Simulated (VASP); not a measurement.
Cs: single point with PBE

Cs:

```xyz
1
Lattice="-3.0790 3.0790 3.0790 3.0790 -3.0790 3.0790 3.0790 3.0790 -3.0790" Properties=species:S:1:pos:R:3 pbc="T T T"
Cs    0.0000    0.0000    0.0000
```

* Program: VASP 6.6.1
* Task: single point
* Functional: PBE
* Potentials or basis: VASP PAW PBE potentials, release 64 (Cs_sv)
* Cutoff: 520 eV
* k mesh: 10 × 10 × 10
* Occupations: gaussian, width 0.1 eV
* Spin: no spin polarisation
* Dipole correction: no
* Further INCAR settings: ALGO = Normal; EDIFF = 1e-07; NBANDS = 10

```yaml
Pressure: 0.0 GPa
Band_gap_on_the_k_mesh: zero (an odd number of electrons rules out a gap without spin polarisation)
```

Levels at points of the mesh, in eV from the Fermi level:
```
           k point  band 1  band 2  band 3  band 4  band 5  band 6  band 7  band 8  band 9
(0.00, 0.00, 0.00)  -23.87  -10.62  -10.62  -10.62   -1.67    2.48    2.48    2.48    3.32
(0.50, 0.00, 0.00)  -23.87  -10.75  -10.66  -10.62    0.04    0.85    1.64    3.16    3.77
(0.50, 0.50, 0.50)  -23.86  -10.71  -10.71  -10.71    0.65    0.65    2.97    2.97    2.97
```

Wall time 26 s on 1 thread of Intel(R) Xeon(R) Platinum 8488C (Sapphire Rapids), with other jobs on the host, peak memory 0.25 GiB.

Caveat: spin-orbit coupling is left out, which moves the levels of the heavy elements.
